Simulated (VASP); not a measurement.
Crystal: Li.

```
Li
1.0
     2.73880    0.00000    0.00000
     0.00000    2.73880    0.00000
     0.00000    0.00000    2.73880
Li
1
Cartesian
  0.0000 0.0000 0.0000
```

- Program: VASP 6.6.1
- Task: relaxation of cell and atoms
- Functional: LDA
- Potentials or basis: VASP PAW LDA potentials, release 64 (Li_sv)
- Cutoff: 600 eV
- k mesh: 14 × 14 × 14
- Occupations: fermi-dirac, width 0.05 eV
- Spin: no spin polarisation

At the start: pressure -1.1 GPa; volume 20.54 Å³/atom.

Question: How do energy, volume and symmetry change on relaxing?

Answer: Over 5 steps the energy falls by 6.5 meV/atom and the volume is 18.75 Å³/atom (-8.7 %); space group Pm-3m (No. 221, to 0.05 Å).

The path:
| step | energy change (eV) | largest force (eV/Å) | pressure (GPa) | volume (Å³) |
| --- | --- | --- | --- | --- |
| 1 | 0.0000 | 0.0000 | -1.06 | 20.54 |
| 2 | -0.0024 | 0.0000 | -0.87 | 20.14 |
| 3 | -0.0060 | 0.0000 | -0.34 | 19.21 |
| 4 | -0.0023 | 0.0000 | 1.12 | 17.42 |
| 5 | -0.0065 | 0.0000 | -0.04 | 18.75 |

Final structure:
```cif
data_structure
_symmetry_space_group_name_H-M 'P 1'
_symmetry_Int_Tables_number 1
_cell_length_a 2.6567
_cell_length_b 2.6567
_cell_length_c 2.6567
_cell_angle_alpha 90.000
_cell_angle_beta 90.000
_cell_angle_gamma 90.000
_cell_volume 18.75
loop_
_atom_site_label
_atom_site_type_symbol
_atom_site_fract_x
_atom_site_fract_y
_atom_site_fract_z
_atom_site_occupancy
Li1 Li 0.00000 0.00000 0.00000 1
```

Caveat: the cutoff is under 1.25 times the usual one of these potentials, so pressure, stress and relaxed cells hold a basis-set (Pulay) error.
